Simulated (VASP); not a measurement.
Input of a VASP 6.6.1 run:

The input POSCAR:

```
NaF
1.0
    0.0000000000      2.3005215763      2.3005215763
    2.3005215763      0.0000000000      2.3005215763
    2.3005215763      2.3005215763      0.0000000000
Na F
1 1
Direct
    0.0000000000      0.0000000000      0.0000000000
    0.5000000000      0.5000000000      0.5000000000
```

INCAR.step1

```
ALGO = Normal
EDIFF = 1E-4
ENCUT = 520
GGA = PE
ISMEAR = 0
LASPH = T
LCHARG = F
LREAL = F
LWAVE = T
NBANDS = 14
NELM = 100
PREC = Accurate
SIGMA = 0.05
```

Contents of INCAR.step2:

```
ALGO = Normal
BPARAM = 11.95
CPARAM = 0.0093
EDIFF = 1E-6
ENCUT = 520
ISIF = 2
ISMEAR = 0
ISTART = 1
IVDW_NL = 2
LASPH = T
LCHARG = F
LMIXTAU = T
LREAL = F
LUSE_VDW = T
LWAVE = F
METAGGA = R2SCAN
NBANDS = 14
NELM = 100
PREC = Accurate
SIGMA = 0.05
```

Contents of KPOINTS:

```
k-points
0
Gamma
  8 8 8
```

Potentials or basis: VASP PAW PBE potentials, release 64 (Na_pv, F).

Run with:

```console
$ cat potpaw_PBE.64/Na_pv/POTCAR potpaw_PBE.64/F/POTCAR > POTCAR
$ cp INCAR.step1 INCAR
$ mpirun -np 1 vasp_std > vasp.out
$ cp INCAR.step2 INCAR
$ mpirun -np 1 vasp_std > vasp.out
```

Task: Predict the pressure.

Result: -2.0 GPa.

Task: Predict the band gap on the k mesh.

Result: 7.21 eV, direct.

Caveat: the PAW data sets were made with another functional, which shifts forces and pressure a little.
